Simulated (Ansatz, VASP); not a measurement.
# One calculation of Cs3La, two programs

```
Cs La
1.0
    12.48731    0.00000    0.00000
    -6.24365   10.81433    0.00000
     0.00000    0.00000    6.17934
Cs La
6 2
Direct
  0.33989 0.00000 0.25000
  0.33989 0.33989 0.75000
  0.00000 0.33989 0.25000
  0.66011 0.00000 0.75000
  0.66011 0.66011 0.25000
  0.00000 0.66011 0.75000
  0.00000 0.00000 0.00000
  0.00000 0.00000 0.50000
```

Change from the starting cell: species swapped into the TiCl3 type (P6_3/mcm, No. 193).

Alike in both runs: functional PBE; k mesh 6 × 6 × 6; occupations gaussian, width 0.1 eV; no spin polarisation.

Ansatz relaxed the structure, and its values are those at the end. VASP's run is a single point on that final structure, the one shown.

|  | VASP | Ansatz |
| --- | --- | --- |
| version | VASP 6.6.1 | Ansatz 0.2.0 |
| potentials or method | VASP PAW PBE potentials, release 64 (Cs_sv, La), cutoff 520 eV | scalar-relativistic, plane waves, PAW |
| valence electrons in the cell | 76 | 76 |

```csv
,VASP,Ansatz,Ansatz less VASP
gap on the k mesh at the Fermi level (eV),none,none,-
pressure (GPa),0.0,0.0,0.00
```

A gap of «none» marks a metal or a gap that the smearing closes. With one functional, cell and mesh, what is left measures potentials, basis and numerics.

Neither program's run includes spin-orbit coupling.
